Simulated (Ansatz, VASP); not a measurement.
## CdSe: VASP beside Ansatz

```xyz
4
Lattice="4.3000 0.0000 0.0000 -2.1500 3.7239 0.0000 0.0000 0.0000 7.0200" Properties=species:S:1:pos:R:3 pbc="T T T"
Cd    2.1500    1.2413    3.5100
Cd    0.0000    2.4826    0.0000
Se    2.1500    1.2413    6.2127
Se    0.0000    2.4826    2.7027
```

Alike in both runs: functional HF; k mesh 4 × 4 × 2; occupations fermi-dirac, width 0.05 eV; no spin polarisation.

|  | VASP | Ansatz |
| --- | --- | --- |
| version | VASP 6.6.1 | Ansatz 0.2.0 |
| potentials or method | VASP PAW PBE potentials, release 64 (Cd, Se) | Ansatz PAW |
| plane-wave cutoff (eV) | 520 | 420 |
| valence electrons in the cell | 36 | 72 |
| task | single point | band structure |

```csv
,VASP,Ansatz,Ansatz less VASP
gap on the k mesh at the Fermi level (eV),7.91,7.79,-0.123
least direct gap on the mesh (eV),7.91,7.79,-0.123
pressure (GPa),5.9,6.5,+0.63
"traceless stress, the component that is largest in VASP (GPa)",-1.74,-1.78,-0.035
rms of the force components (eV/Å),0.188,0.189,+0.0009
```

VASP's potentials were made for PBE, not for HF. Atom by atom the forces differ by 0.001 eV/Å (rms over components). With one functional, cell and mesh, what is left measures potentials, basis and numerics. VASP's potentials hold 36 valence electrons a cell and Ansatz's 72, so a difference there can come from the potentials and not from the codes.

The k mesh is coarse, so the values compare programs but aren't converged.
